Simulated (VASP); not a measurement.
# CoSi2: single point with r2SCAN

Crystal: CoSi2.

```
Co Si
1.0
     0.00000    2.69574    2.69574
     2.69574    0.00000    2.69574
     2.69574    2.69574    0.00000
Co Si
1 2
Cartesian
  0.0000 0.0000 0.0000
  4.0436 4.0436 4.0436
  1.3479 1.3479 1.3479
```

```
Program             : VASP 6.6.1
Task                : single point
Functional          : r2SCAN
Potentials or basis : VASP PAW PBE potentials, release 64 (Co, Si)
Cutoff              : 520 eV
k mesh              : 9 × 9 × 9
Occupations         : fermi-dirac, width 0.05 eV
Spin                : collinear spin, ferromagnetic start
Starting moments    : [2.0, 0.0, 0.0] μB
```

```yaml
Pressure: -7.7 GPa
Net_moment: 0.00 μB per cell
Valence_electrons_inside_the_program's_atomic_spheres: Co 8.87; Si 1.58
```

Levels at points of the mesh, in eV from the Fermi level:
Spin up:
```
           k point  band 7  band 8  band 9  band 10  band 11  band 12
(0.00, 0.00, 0.00)    1.05    3.55    3.55     3.55     3.60     3.60
```
Spin down:
| k point | band 7 | band 8 | band 9 | band 10 | band 11 | band 12 |
| --- | --- | --- | --- | --- | --- | --- |
| (0.00, 0.00, 0.00) | 1.05 | 3.55 | 3.55 | 3.55 | 3.60 | 3.60 |

Wall time 2.6 min on 1 thread of AMD EPYC 9R45 (Zen 5), on a shared host, peak memory 0.16 GiB.

Caveat: the starting moments collapsed, and a magnetic state may lie lower; the PAW data sets were made with another functional, which shifts forces and pressure a little.
